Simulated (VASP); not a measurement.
A run of VASP 6.6.1 is set up as follows.

Contents of INCAR:

```
PREC = Accurate ; ENCUT = 520
EDIFF = 1E-7 ; ISMEAR = 0
SIGMA = 0.1 ; LREAL = False
LASPH = True ; NELM = 80
ALGO = Normal ; ISIF = 2
LWAVE = False ; LCHARG = False
GGA = PE ; NBANDS = 41
```

The input KPOINTS:

```
Automatic mesh
0
Gamma
  6 6 1
```

Contents of POSCAR:

```
Mg5CdSe6
1.0
    4.2662827914     -0.0001822235     -0.0000333064
   -2.1332987498      3.6939220957      0.0000017174
   -0.0001340755     -0.0000965794     20.8633142417
Mg Cd Se
5 1 6
Direct
    0.3329098668      0.6672002439      0.0012884835
   -0.0004124988      0.0001910031      0.1663994317
    0.6673570752      0.3336661366      0.3315260584
    0.3334718257      0.6660504593      0.4963854258
    0.6660447136      0.3330957411      0.8360623351
    0.0006159878     -0.0003895841      0.6681181652
    0.3329286045      0.6669263447      0.1257438646
    0.0006429405      0.0003854776      0.2908655313
    0.6668456443      0.3328326938      0.4560280565
    0.3339064323      0.6663407092      0.6206650810
   -0.0005615063     -0.0001860023      0.7963013089
    0.6662509146      0.3338867770      0.9606162579
```

Potentials or basis: VASP PAW PBE potentials, release 64 (Mg, Cd, Se).

Launch:

```console
$ cat potpaw_PBE.64/Mg/POTCAR potpaw_PBE.64/Cd/POTCAR potpaw_PBE.64/Se/POTCAR > POTCAR
$ mpirun -np 1 vasp_std > vasp.out
```

(1) What does it give for the pressure?

(2) What does it give for the largest force?

(3) Predict the band gap on the k mesh.

## Answers

(1) 0.0 GPa.

(2) 0.033 eV/Å.

(3) 1.67 eV, direct.
